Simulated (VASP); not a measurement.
# Al3N: single point with PBEsol

The system is Al3N, a slab with vacuum.

```
Al N
1.0
     2.83943    0.00000    0.00000
     0.00000    2.83943    0.00000
     0.00000    0.00000   19.64135
Al N
3 1
Cartesian
  1.4197 1.4197 4.0000
  0.0000 0.0000 6.0693
  1.4197 1.4197 8.1413
  1.4197 1.4197 9.9408
```

```yaml
Program: VASP 6.6.1
Task: single point
Functional: PBEsol
Potentials_or_basis: VASP PAW PBE potentials, release 64 (Al, N)
Cutoff: 520 eV
k_mesh: 9 × 9 × 1
Occupations: gaussian, width 0.1 eV
Spin: no spin polarisation
Dipole_correction: yes
Further_INCAR_settings: ALGO = Normal; EDIFF = 1e-07; NBANDS = 15
```

| Property | Result |
| --- | --- |
| Largest force | 0.225 eV/Å |
| Band gap on the k mesh | zero (bands 7 and 8 overlap by 1.44 eV) |

Forces on the atoms (eV/Å):
```
Al   0.000  0.000 -0.111
Al   0.000  0.000  0.225
Al   0.000  0.000 -0.162
N    0.000  0.000  0.048
```

Levels at points of the mesh, in eV from the Fermi level:
| k point | band 3 | band 4 | band 5 | band 6 | band 7 | band 8 | band 9 | band 10 | band 11 | band 12 |
| --- | --- | --- | --- | --- | --- | --- | --- | --- | --- | --- |
| (0.00, 0.00, 0.00) | -7.92 | -4.44 | -2.00 | 0.72 | 1.02 | 1.02 | 3.61 | 5.23 | 6.03 | 6.44 |

It took 62 s on 1 thread of Intel(R) Xeon(R) Platinum 8488C (Sapphire Rapids), with other jobs on the host, peak memory 0.28 GiB.

Caveat: the PAW data sets were made with another functional, which shifts forces and pressure a little.
